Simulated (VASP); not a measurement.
Input of a VASP 6.6.1 run:

The input POSCAR:

```
SiC
1.0
   -3.0751950066      0.0000000000      0.0000000000
   -1.5375975033     -2.6631969973      0.0000000000
   -1.5374437435     -0.8876435592     10.0963337124
Si C
4 4
Direct
    0.0313463879      0.0313463879      0.9060514413
    0.1979963879      0.1979963879      0.4060514413
    0.6146547213      0.6146547213      0.1560514413
    0.4480047213      0.4480047213      0.6560514413
    0.3020202787      0.3020202787      0.0939485587
    0.1353702787      0.1353702787      0.5939485587
    0.5520286121      0.5520286121      0.3439485587
    0.3853786121      0.3853786121      0.8439485587
```

Contents of INCAR.step1:

```
  PREC = Accurate
  ENCUT = 520
  ISMEAR = 0
  SIGMA = 0.05
  LREAL = False
  LASPH = True
  NELM = 100
  NBANDS = 26
  GGA = PE
  ALGO = Normal
  EDIFF = 1E-4
  LWAVE = True
  LCHARG = False
```

Contents of INCAR.step2:

```
  PREC = Accurate
  ENCUT = 520
  EDIFF = 1E-6
  ISMEAR = 0
  SIGMA = 0.05
  LREAL = False
  LASPH = True
  NELM = 100
  ALGO = Normal
  ISIF = 2
  LWAVE = False
  LCHARG = False
  METAGGA = R2SCAN
  LMIXTAU = True
  NBANDS = 26
  ISTART = 1
```

Contents of KPOINTS:

```
Automatic mesh
0
Gamma
  8 8 3
```

Potentials or basis: VASP PAW PBE potentials, release 64 (Si, C).

Run with:

```sh
$ cat potpaw_PBE.64/Si/POTCAR potpaw_PBE.64/C/POTCAR > POTCAR
$ cp INCAR.step1 INCAR
$ mpirun -np 1 vasp_std > vasp.out
$ cp INCAR.step2 INCAR
$ mpirun -np 1 vasp_std > vasp.out
```

Problem. Predict the band gap on the k mesh.

Solution. 0.78 eV (least direct gap 1.32 eV).

Problem. Estimate the largest force.

Solution. 1.637 eV/Å.

Problem. What does it give for the pressure?

Solution. 0.1 GPa.

Forces on the atoms (eV/Å):
```
Si  -0.001 -0.001  0.102
Si   0.000  0.000 -0.266
Si   0.000  0.000  0.140
Si   0.000  0.000 -0.709
C    0.002  0.001  1.637
C    0.000  0.000  0.229
C    0.000  0.000  0.391
C   -0.001  0.000 -1.525
```

Caveat: the cell differs from its parent crystal (the part above a cut slid along it); the stress differs along the axes, from -6 to 13 GPa; semilocal functionals underestimate gaps, and a narrow one can read as zero; the PAW data sets were made with another functional, which shifts forces and pressure a little. A k mesh can miss the band edges.
